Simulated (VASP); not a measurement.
# SnGe7: single point with PBE

The system is SnGe7.

```
CELL_PARAMETERS angstrom
4.15470 0.00000 0.00000
0.00000 4.15470 0.00000
0.00000 0.00000 11.77468
ATOMIC_POSITIONS crystal
Sn 0.00000 0.00000 0.00000
Ge 0.50000 0.50000 0.74149
Ge 0.00000 0.50000 0.62065
Ge 0.50000 0.50000 0.25851
Ge 0.50000 0.00000 0.37935
Ge 0.50000 0.00000 0.86155
Ge 0.00000 0.50000 0.13845
Ge 0.00000 0.00000 0.50000
```

| Quantity | Value |
| --- | --- |
| Program | VASP 6.6.1 |
| Task | single point |
| Functional | PBE |
| Potentials or basis | VASP PAW PBE potentials, release 64 (Sn_d, Ge_d) |
| Cutoff | 520 eV |
| k mesh | 8 × 8 × 4 |
| Occupations | gaussian, width 0.1 eV |
| Spin | no spin polarisation |
| Dipole correction | no |
| Further INCAR settings | ALGO = Normal; EDIFF = 1e-06; NBANDS = 66 |

```yaml
Pressure: -0.1 GPa
Band_gap_on_the_k_mesh: zero (bands 56 and 57 overlap by 0.29 eV)
```

Levels at points of the mesh, in eV from the Fermi level:
```csv
k point,band 54,band 55,band 56,band 57,band 58,band 59
"(0.00, 0.00, 0.00)",-0.70,0.01,0.10,0.10,0.69,0.75
"(0.50, 0.00, 0.00)",-1.26,-1.24,-0.68,-0.19,0.09,1.54
"(0.50, 0.50, 0.00)",-2.76,-2.76,-2.65,0.80,0.80,0.84
"(0.00, 0.00, 0.50)",-0.91,-0.49,-0.49,0.61,0.62,1.32
"(0.50, 0.00, 0.50)",-1.50,-1.48,-0.69,0.93,1.03,1.07
"(0.50, 0.50, 0.50)",-3.11,-3.11,-3.02,1.79,1.79,1.89
```

Run time: 4.5 min on 1 thread of Intel(R) Xeon(R) 6975P-C (Granite Rapids) (shared host), peak memory 0.57 GiB.

Caveat: semilocal functionals underestimate gaps, and a narrow one can read as zero; spin-orbit coupling is left out, which moves the levels of the heavy elements.
